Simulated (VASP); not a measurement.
Set up this calculation in VASP 6.6.1, as the native input.

- Task: single point
- Functional: PBE
- Potentials or basis: VASP PAW PBE potentials, release 64 (Mo_sv, S)
- Cutoff: 520 eV
- k mesh: 14 × 14 × 14
- Occupations: gaussian, width 0.1 eV
- Spin: collinear spin
- Starting moments: [2.0, 0.0] μB
- Hubbard terms: Mo d U = 4.38 eV
- Dipole correction: no
- Further INCAR settings: ALGO = Normal; EDIFF = 1e-07; NBANDS = 21

The structure of MoS lies in POSCAR:

```
MoS
1.0
    0.0000000000      2.8256818461      2.8256818461
    2.8256818461      0.0000000000      2.8256818461
    2.8256818461      2.8256818461      0.0000000000
Mo S
1 1
Direct
    0.0000000000      0.0000000000      0.0000000000
    0.5000000000      0.5000000000      0.5000000000
```

These files were run (other wordings do the same):

INCAR

```
SYSTEM = MoS
PREC     = Accurate       ! precision mode
ENCUT    = 520            ! plane-wave cutoff, eV
EDIFF    = 1E-7           ! SCF threshold, eV
ISMEAR   = 0              ! smearing method
SIGMA    = 0.1            ! smearing width, eV
LREAL    = .FALSE.        ! projectors in reciprocal space
LASPH    = .TRUE.         ! aspherical terms in the spheres
NELM     = 150            ! most SCF steps
ALGO     = Normal         ! electronic algorithm
ISIF     = 2              ! what is computed and relaxed
LWAVE    = .FALSE.        ! write WAVECAR
LCHARG   = .TRUE.         ! write CHGCAR
ISPIN    = 2              ! spin polarisation
MAGMOM   = 2 0            ! initial moments
LORBIT   = 11             ! projections on sites
LMAXMIX  = 4              ! l up to which the mixer works
LDAU     = .TRUE.         ! DFT+U
LDAUTYPE = 2            
LDAUL    = 2 -1           ! shell
LDAUU    = 4.38 0         ! U, eV
LDAUJ    = 0 0          
LDAUPRINT= 1            
GGA      = PE             ! functional
LELF     = .TRUE.         ! ELF
LVHAR    = .TRUE.       
NBANDS   = 21             ! bands
```

KPOINTS

```
regular mesh
0
G
  14 14 14
  0 0 0
```

Potentials or basis: VASP PAW PBE potentials, release 64 (Mo_sv, S).

The run is started by

```bash
$ cat potpaw_PBE.64/Mo_sv/POTCAR potpaw_PBE.64/S/POTCAR > POTCAR
$ mpirun -np 1 vasp_std > vasp.out
```

It gave:

```
Pressure                                              : -7.3 GPa
Band gap on the k mesh                                : zero (filled and empty bands overlap)
Net moment                                            : 4.00 μB per cell
Site moments                                          : Mo +3.62; S -0.12 μB
Valence electrons inside the program's atomic spheres : Mo 12.08; S 3.67
```

Caveat: the cell stands under tension.

Wall time 2.3 min on 1 thread of AMD EPYC 9R14 (Zen 4), on a shared host, peak memory 0.25 GiB.
